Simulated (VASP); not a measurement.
Crystal: S.

```
S
1.0
     1.66500    1.66500    1.66500
    -1.66500    1.66500    1.66500
    -1.66500   -1.66500    1.66500
S
1
Direct
  0.00000 0.00000 0.00000
```

```yaml
Program: VASP 6.6.1
Task: relaxation of cell and atoms
Functional: PBEsol
Potentials_or_basis: VASP PAW PBE potentials, release 64 (S)
Cutoff: 600 eV
k_mesh: 7 × 7 × 7
Occupations: methfessel-paxton, width 0.02 eV
Spin: no spin polarisation
```

At the start: pressure -15.5 GPa; volume 18.46 Å³/atom.

Problem. How do energy, volume and symmetry change on relaxing?

Solution. Over 3 steps the energy falls by 242.5 meV/atom and the volume is 14.46 Å³/atom (-21.7 %); space group Im-3m (No. 229, to 0.05 Å).

Step by step:
```
step  energy change (eV)  largest force (eV/Å)  pressure (GPa)  volume (Å³)
   1              0.0000                0.0000          -15.54        18.46
   2             -0.2387                0.0000            3.22        14.08
   3             -0.2425                0.0000            0.06        14.46
```

Final structure:
```
S
1.0
     1.53478    1.53478    1.53478
    -1.53478    1.53478    1.53478
    -1.53478   -1.53478    1.53478
S
1
Cartesian
  0.0000 0.0000 0.0000
```

Caveat: the k points lie up to 0.41 Å⁻¹ apart in the final cell; the volume moved by over 15 % at a fixed basis, so the end points are rough; the PAW data sets were made with another functional, which shifts forces and pressure a little.
